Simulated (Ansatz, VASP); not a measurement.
**TaN: VASP beside Ansatz**

Contents of INCAR:

```
SYSTEM = TaN
PREC     = Accurate       ! precision mode
ENCUT    = 520            ! plane-wave cutoff, eV
EDIFF    = 1E-7           ! SCF threshold, eV
ISMEAR   = -1             ! smearing method
SIGMA    = 0.02           ! smearing width, eV
LREAL    = .FALSE.        ! projectors in reciprocal space
LASPH    = .TRUE.         ! aspherical terms in the spheres
NELM     = 100            ! most SCF steps
ALGO     = Normal         ! electronic algorithm
ISIF     = 2              ! what is computed and relaxed
LWAVE    = .FALSE.        ! write WAVECAR
LCHARG   = .FALSE.        ! write CHGCAR
GGA      = CA             ! functional
NBANDS   = 15             ! bands
```

KPOINTS

```
regular mesh
0
G
  12 12 10
  0 0 0
```

The input POSCAR:

```
TaN
1.0
    2.9379988584      0.0146899943      0.0146899943
   -1.4562775210      2.5370366506      0.0053769111
    0.0144150000      0.0144150000      2.8830000000
Ta N
1 1
Direct
    0.3333333333      0.6666666667      0.5000000000
    0.0000000000      0.0000000000      0.0000000000
```

Input for Ansatz:

```yaml
crystal:
  lattice:
    - [2.9379988584, 0.0146899943, 0.0146899943]
    - [-1.456277521, 2.5370366506, 0.0053769111]
    - [0.014415, 0.014415, 2.883]
  atoms:
    - { symbol: Ta, position: [0.3333333333, 0.6666666667, 0.5] }
    - { symbol: "N", position: [0.0, 0.0, 0.0] }
kpoints:
  mp_grid: { grid: [12, 12, 10] }
  band_path:
    path:
      - [0.0, 0.0, 0.0]
      - [0.0, -0.5, 0.0]
      - [0.0, 0.0, 0.5]
      - [0.0, 0.0, 0.0]
      - [-0.5, 0.0, 0.0]
      - [-0.5, 0.5, -0.5]
      - [0.0, 0.0, 0.0]
      - [-0.5, 0.0, -0.5]
      - [-0.5, 0.5, 0.0]
    npoints: 5
scf:
  occupations: { method: fermi_dirac, width: 0.02 }
hamiltonian:
  xc: lda
  pseudopotentials: { kind: all_electron, lapw: { basis_error: 0.00025 } }
output:
  forces: true
  stress: true
  eigenvalues: true
```

Change from the starting cell: equal xy, yz and zx shear strains of +1 %.

Alike in both runs: task single point; functional LDA; k mesh 12 × 12 × 10; occupations fermi-dirac, width 0.02 eV; no spin polarisation.

|  | VASP | Ansatz |
| --- | --- | --- |
| version | VASP 6.6.1 | Ansatz 0.2.0 |
| potentials or method | VASP PAW LDA potentials, release 64 (Ta_pv, N), cutoff 520 eV | all-electron LAPW, scalar-relativistic |

Ansatz gave:

* pressure (GPa): -11.4
* traceless stress, the component that is largest in VASP (GPa): -2.33
* rms of the force components (eV/Å): 0.004

Task: Which values does VASP return?

Result: Pressure (GPa): -9.7; traceless stress, the component that is largest in VASP (GPa): -2.37; rms of the force components (eV/Å): 0.005.

LDA's correlation is that of Perdew and Zunger in VASP and of Perdew and Wang (1992) in Ansatz. Atom by atom the forces differ by 0.002 eV/Å (rms over components). Ansatz ran all-electron here, and VASP with PAW potentials.

Spin-orbit coupling is off throughout.
